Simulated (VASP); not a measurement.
# AlO (Pm-3m) in VASP: notebook, part 2 of 2

VASP 6.6.1. Earlier steps stand in the parts before.

## 3. Relaxation of cell and atoms, PBE

Input file INCAR:

```
  ALGO = Normal
  EDIFF = 1E-7
  EDIFFG = -0.01
  ENCUT = 600
  GGA = PE
  IBRION = 2
  ISIF = 3
  ISMEAR = 0
  LASPH = True
  LCHARG = False
  LREAL = False
  LWAVE = False
  NELM = 100
  NSW = 100
  PREC = Accurate
  SIGMA = 0.1
```

Input file KPOINTS:

```
k-points
0
Gamma
  10 10 10
```

Input file POSCAR:

```
AlO
1.0
    3.9530586805      0.0000000000      0.0000000000
    0.0000000000      3.9530586805      0.0000000000
    0.0000000000      0.0000000000      3.9530586805
Al O
3 3
Direct
    0.5000000000      0.0000000000      0.0000000000
    0.0000000000      0.5000000000      0.0000000000
    0.0000000000      0.0000000000      0.5000000000
    0.0000000000      0.5000000000      0.5000000000
    0.5000000000      0.0000000000      0.5000000000
    0.5000000000      0.5000000000      0.0000000000
```

Potentials or basis: VASP PAW PBE potentials, release 64 (Al, O).

Started as:

```sh
cat potpaw_PBE.64/Al/POTCAR potpaw_PBE.64/O/POTCAR > POTCAR
mpirun -np 1 vasp_std > vasp.out
```

OUTCAR:

```text
EDIFF = 1E-7
   EDIFFG = -0.01
   ENCUT = 600
   GGA = PE
   IBRION = 2
   ISIF = 3
   ISMEAR = 0
   LASPH = True
   LREAL = False
   NELM = 100
   NSW = 100
   PREC = Accurate

 ion  position               nearest neighbor table
   1  0.500  0.000  0.000-   5 1.98   6 1.98   5 1.98   6 1.98   3 2.80   2 2.80   2 2.80   3 2.80
                             2 2.80   3 2.80   3 2.80   2 2.80
   2  0.000  0.500  0.000-   4 1.98   6 1.98   4 1.98   6 1.98   3 2.80   1 2.80   1 2.80   3 2.80
                             3 2.80   1 2.80   3 2.80   1 2.80
   3  0.000  0.000  0.500-   4 1.98   5 1.98   4 1.98   5 1.98   1 2.80   2 2.80   2 2.80   1 2.80
                             2 2.80   1 2.80   2 2.80   1 2.80
   4  0.000  0.500  0.500-   2 1.98   3 1.98   2 1.98   3 1.98
   5  0.500  0.000  0.500-   1 1.98   3 1.98   1 1.98   3 1.98
   6  0.500  0.500  0.000-   1 1.98   2 1.98   1 1.98   2 1.98

  LATTYP: Found a simple cubic cell.
 ALAT       =     3.9530586805

  Lattice vectors:

 A1 = (   3.9530586805,   0.0000000000,   0.0000000000)
 A2 = (   0.0000000000,   3.9530586805,   0.0000000000)
 A3 = (   0.0000000000,   0.0000000000,   3.9530586805)

Analysis of symmetry for initial positions (statically):
=====================================================================
 Subroutine PRICEL returns:
 Original cell was already a primitive cell.

 Routine SETGRP: Setting up the symmetry group for a
 simple cubic supercell.

 Subroutine GETGRP returns: Found 48 space group operations
 (whereof 48 operations were pure point group operations)
 out of a pool of 48 trial point group operations.

The static configuration has the point symmetry O_h .

Analysis of symmetry for dynamics (positions and initial velocities):
=====================================================================
 Subroutine PRICEL returns:
 Original cell was already a primitive cell.

 Routine SETGRP: Setting up the symmetry group for a
 simple cubic supercell.

 Subroutine GETGRP returns: Found 48 space group operations
[... 138 lines left out ...]
   AEXX    =    0.0000 exact exchange contribution
   IVDW    =     0    specifies the selected vdW correction
   LEPSILON=     F    determine dielectric tensor
   LRPA    =     F    only Hartree local field effects (RPA)
 conjugate gradient relaxation of ions
 non-spin polarized calculation
 Gauss-broadening in eV      SIGMA  =   0.10
  energy-cutoff  :      600.00
  volume of cell :       61.77
 maximum number of plane-waves:      2103
 NGX is ok and might be reduce to    32
   NGX = 15   NGY = 15   NGZ = 15

 number of electron      26.9999983 magnetization

 Free energy of the ion-electron system (eV)
  ---------------------------------------------------
  ext. energy  EPLUGINS =         0.00000000
  ---------------------------------------------------
  free energy    TOTEN  =       -36.48791930 eV

  energy without entropy =      -36.48120691  energy(sigma->0) =      -36.48456310

 E-fermi :   9.3277     XC(G=0): -11.1176

 val. band max:        9.3000004449   @ k =   0.5000   0.4000   0.0000
 cond. band min:       9.3384270406   @ k =   0.4000   0.3000   0.0000
 fundamental gap:      0.0384265957
 Fermi energy:         9.3277302262

 k-point     1 :       0.0000    0.0000    0.0000
  band No.  band energies     occupation
      1     -12.7416      2.00000
      2     -10.8772      2.00000
      3     -10.8772      2.00000
      4       0.3517      2.00000
      5       0.3517      2.00000
      6       0.3517      2.00000
[... 457 lines left out ...]
      4      -0.5935      2.00000
      5       0.7579      2.00000
      6       0.8515      2.00000
[... 9 lines left out ...]
     16      11.2840      0.00000
     17      13.8372      0.00000

 [... further k-points ...]

------------------------ aborting loop because EDIFF is reached ----------------------------------------

  FORCE on cell =-STRESS in cart. coord.  units (eV):
  Direction    XX          YY          ZZ          XY          YZ          ZX
  --------------------------------------------------------------------------------------
  -------------------------------------------------------------------------------------
  Total       -0.0543151     -0.0543151     -0.0543151      0.0000000      0.0000000     -0.0000000
  in kB       -1.4087419     -1.4087419     -1.4087419      0.0000000      0.0000000     -0.0000000
  external PRESSURE =      -1.4087419 kB  Pullay stress =       0.0000000 kB

 VOLUME and BASIS-vectors are now :
 -----------------------------------------------------------------------------
  energy-cutoff  :      600.00
  volume of cell :       61.77
      direct lattice vectors                 reciprocal lattice vectors
     3.953058680  0.000000000  0.000000000     0.252968671  0.000000000  0.000000000
     0.000000000  3.953058680  0.000000000     0.000000000  0.252968671  0.000000000
     0.000000000  0.000000000  3.953058680     0.000000000  0.000000000  0.252968671

 POSITION                                       TOTAL-FORCE (eV/Angst)
 -----------------------------------------------------------------------------------
      1.97653      0.00000      0.00000         0.000000      0.000000      0.000000
      0.00000      1.97653      0.00000         0.000000      0.000000      0.000000
      0.00000      0.00000      1.97653         0.000000      0.000000      0.000000
      0.00000      1.97653      1.97653         0.000000      0.000000      0.000000
      1.97653      0.00000      1.97653         0.000000      0.000000      0.000000
      1.97653      1.97653      0.00000         0.000000      0.000000      0.000000
 -----------------------------------------------------------------------------------
    total drift:                                0.000000     -0.000000     -0.000000

  FREE ENERGIE OF THE ION-ELECTRON SYSTEM (eV)
  ---------------------------------------------------
  free  energy   TOTEN  =       -36.4879192959 eV

  energy  without entropy=      -36.4812069083  energy(sigma->0) =      -36.48456310

 reached required accuracy - stopping structural energy minimisation
```

OSZICAR:

```text
N       E                     dE             d eps       ncg     rms          rms(c)
DAV:   1     0.142870460829E+03    0.14287E+03   -0.14803E+04  1904   0.160E+03
DAV:   2    -0.322948443728E+02   -0.17517E+03   -0.17335E+03  2597   0.294E+02
DAV:   3    -0.404345645860E+02   -0.81397E+01   -0.80646E+01  2250   0.730E+01
DAV:   4    -0.405104684131E+02   -0.75904E-01   -0.75860E-01  2334   0.748E+00
DAV:   5    -0.405112236130E+02   -0.75520E-03   -0.75505E-03  2258   0.731E-01    0.121E+01
DAV:   6    -0.365519419260E+02    0.39593E+01   -0.22470E+01  1952   0.341E+01    0.472E+00
DAV:   7    -0.365096409591E+02    0.42301E-01   -0.50126E-01  2083   0.626E+00    0.230E+00
DAV:   8    -0.364887088289E+02    0.20932E-01   -0.85251E-02  1994   0.285E+00    0.464E-01
DAV:   9    -0.364878110424E+02    0.89779E-03   -0.13295E-02  2463   0.847E-01    0.270E-01
DAV:  10    -0.364879390762E+02   -0.12803E-03   -0.10666E-03  2090   0.258E-01    0.542E-02
DAV:  11    -0.364879180037E+02    0.21072E-04   -0.12677E-04  2063   0.848E-02    0.160E-02
DAV:  12    -0.364879200468E+02   -0.20431E-05   -0.79074E-06  2162   0.218E-02    0.655E-03
DAV:  13    -0.364879193873E+02    0.65951E-06   -0.72968E-06  2025   0.190E-02    0.173E-03
DAV:  14    -0.364879192959E+02    0.91434E-07   -0.41483E-07  1985   0.522E-03
   1 F= -.36487919E+02 E0= -.36484563E+02  d E =-.364879E+02
```

Wall time 42 s (1 thread of Intel Xeon Platinum 8259CL at 2.50GHz (Skylake/Cascade Lake), shared host); peak memory 0.2 GiB.

What came out:

* Free energy: -36.4879 eV
* Pressure after relaxing: -0.1 GPa

Final structure:
```yaml
crystal:
  lattice:
    - [3.95306, 0.00000, 0.00000]
    - [0.00000, 3.95306, 0.00000]
    - [0.00000, 0.00000, 3.95306]
  atoms:
    - { symbol: Al, position: [0.50000, 0.00000, 0.00000] }
    - { symbol: Al, position: [0.00000, 0.50000, 0.00000] }
    - { symbol: Al, position: [0.00000, 0.00000, 0.50000] }
    - { symbol: O, position: [0.00000, 0.50000, 0.50000] }
    - { symbol: O, position: [0.50000, 0.00000, 0.50000] }
    - { symbol: O, position: [0.50000, 0.50000, 0.00000] }
```

Levels at points of the mesh, in eV from the Fermi level:
| k point | band 9 | band 10 | band 11 | band 12 | band 13 | band 14 | band 15 | band 16 | band 17 |
| --- | --- | --- | --- | --- | --- | --- | --- | --- | --- |
| (0.00, 0.00, 0.00) | -6.74 | -6.73 | -3.82 | -3.82 | -3.82 | 2.68 | 2.68 | 3.27 | 3.27 |
| (0.50, 0.00, 0.00) | -7.47 | -5.11 | -4.20 | -4.20 | -2.91 | -1.42 | 1.52 | 1.52 | 5.61 |
| (0.50, 0.50, 0.00) | -6.44 | -5.62 | -4.98 | -3.37 | -3.30 | -0.15 | 0.89 | 0.89 | 5.45 |
| (0.50, 0.50, 0.50) | -5.60 | -5.60 | -5.60 | -3.27 | -3.27 | 2.79 | 2.79 | 2.79 | 3.90 |

Caveat: the relaxation stopped at its first step, so nothing moved; an odd number of electrons without spin polarisation forces a metal; a magnetic or distorted state may lie lower.
